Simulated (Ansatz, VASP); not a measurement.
## SrCl2 in VASP and in Ansatz

```xyz
3
Lattice="0.0000 3.3892 3.3892 3.3892 0.0000 3.3892 3.3892 3.3892 0.0000" Properties=species:S:1:pos:R:3 pbc="T T T"
Sr    0.0000    0.0000    0.0000
Cl    1.6946    1.6946    1.6946
Cl    5.0838    5.0838    5.0838
```

Alike in both runs: task single point; functional r2SCAN; k mesh 6 × 6 × 6; occupations gaussian, width 0.02 eV; no spin polarisation.

|  | VASP | Ansatz |
| --- | --- | --- |
| version | VASP 6.6.1 | Ansatz 0.2.0 |
| potentials or method | VASP PAW PBE potentials, release 64 (Sr_sv, Cl), cutoff 520 eV | scalar-relativistic, plane waves, PAW |
| valence electrons in the cell | 24 | 24 |

VASP gave:

* gap on the k mesh at the Fermi level (eV): 5.93
* least direct gap on the mesh (eV): 5.93
* pressure (GPa): 4.5

Q: What did Ansatz give for the same quantities?

A: gap on the k mesh at the Fermi level (eV): 5.93; least direct gap on the mesh (eV): 5.93; pressure (GPa): 4.4.

VASP's potentials were made for PBE, not for r2SCAN. The functional is the same, so the differences come from potentials, cutoffs and numerics.
